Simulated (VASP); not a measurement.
# Al3Sb2P: single point with PBE

Crystal: Al3Sb2P.

```
CELL_PARAMETERS angstrom
1.70301 -10.97804 0.00000
1.70301 10.97804 0.00000
0.00000 0.00000 3.56391
ATOMIC_POSITIONS crystal
Al 0.50000 0.50000 0.50000
Al 0.29926 0.70074 0.00000
Al 0.70074 0.29926 0.00000
Sb 0.12603 0.87397 0.50000
Sb 0.87397 0.12603 0.50000
P 0.00000 0.00000 0.00000
```

The cell was generated, and may not be a known phase.

```yaml
Program: VASP 6.6.1
Task: single point
Functional: PBE
Potentials_or_basis: VASP PAW PBE potentials, release 64 (Al, Sb, P)
Cutoff: 520 eV
k_mesh: 12 × 12 × 10
Occupations: gaussian, width 0.1 eV
Spin: no spin polarisation
Dipole_correction: no
Further_INCAR_settings: ALGO = Normal; EDIFF = 1e-07; NBANDS = 21
```

The pressure is 0.0 GPa, the largest force is 0.017 eV/Å and the band gap on the k mesh is zero (bands 12 and 13 overlap by 4.02 eV).

Forces in eV/Å, atoms in the order of the input:
```
Al   0.000  0.000  0.000
Al   0.000  0.012  0.000
Al   0.000 -0.012  0.000
Sb   0.000  0.017  0.000
Sb   0.000 -0.017  0.000
P    0.000  0.000  0.000
```

Levels at points of the mesh, in eV from the Fermi level:
| k point | band 8 | band 9 | band 10 | band 11 | band 12 | band 13 | band 14 | band 15 |
| --- | --- | --- | --- | --- | --- | --- | --- | --- |
| (0.00, 0.00, 0.00) | -1.28 | -0.73 | 0.40 | 0.43 | 1.06 | 1.08 | 1.64 | 2.72 |
| (0.50, 0.00, 0.00) | -3.39 | -1.94 | -1.09 | -0.89 | 0.93 | 1.09 | 2.27 | 2.57 |
| (0.50, 0.50, 0.00) | -1.28 | 0.14 | 0.62 | 0.74 | 1.28 | 1.31 | 1.37 | 2.79 |
| (0.00, 0.00, 0.50) | -3.14 | -2.74 | -2.35 | -0.07 | 2.26 | 2.49 | 2.52 | 2.86 |
| (0.50, 0.00, 0.50) | -4.15 | -4.04 | -2.78 | -2.52 | -2.50 | -1.12 | -0.91 | -0.02 |
| (0.50, 0.50, 0.50) | -3.96 | -1.25 | -1.18 | -0.07 | 0.36 | 1.02 | 2.47 | 2.95 |

Run time: 49 min on 1 thread of Intel Xeon 8259CL, with other jobs on the host, peak memory 0.97 GiB.

Caveat: spin-orbit coupling is left out, which moves the levels of the heavy elements.
